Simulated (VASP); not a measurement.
Here is a VASP 6.6.1 calculation.

Contents of INCAR:

```
SYSTEM = BaTiO3
ALGO = Normal
EDIFF = 1E-6
ENCUT = 600
GGA = CA
GGA_COMPAT = .FALSE.
ISIF = 2
ISMEAR = -1
KPAR = 4
LASPH = .TRUE.
LCHARG = .TRUE.
LDAU = .TRUE.
LDAUJ = 0 0 0
LDAUL = -1 2 -1
LDAUPRINT = 1
LDAUTYPE = 2
LDAUU = 0 2 0
LMAXMIX = 4
LREAL = .FALSE.
LVHAR = .TRUE.
LWAVE = .FALSE.
NBANDS = 51
NELM = 200
PREC = Accurate
SIGMA = 0.05
```

Contents of KPOINTS:

```
k-points
0
G
  7 5 5
  0 0 0
```

POSCAR

```
BaTiO3
1.0
   -2.7878096176     -1.6095472832     -2.2748370477
    2.7878012306     -4.8287717857      0.0001017493
   -2.7902922636     -1.6111250926      4.5538143331
Ba Ti O
2 2 6
Direct
    0.0068840576      1.0000158798      0.9987076591
    1.0068942312      0.5000126420      0.4987087322
    0.5116137686      1.0000408968      0.5040581144
    0.5117369260      0.5000408299      0.0040573621
    0.5016919990      0.2486588221      0.7415439060
    0.5016875137      0.7486615319      0.2415504399
    0.5016831798      0.7513006509      0.7415565526
    0.5016807242      0.2512950837      0.2415599674
    0.9993911950     -0.0000135078      0.4928297999
   -0.0006635950      0.4999871708     -0.0071725337
```

Potentials or basis: VASP PAW LDA potentials, release 64 (Ba_sv, Ti_sv, O).

Command:

```console
$ cat potpaw_LDA.64/Ba_sv/POTCAR potpaw_LDA.64/Ti_sv/POTCAR potpaw_LDA.64/O/POTCAR > POTCAR
$ mpirun -np 4 vasp_std > vasp.out
```

(1) Predict the pressure.

(2) Predict the largest force.

## Answers

(1) 3.5 GPa.

(2) 0.202 eV/Å.

Caveat: the cell stands under pressure.
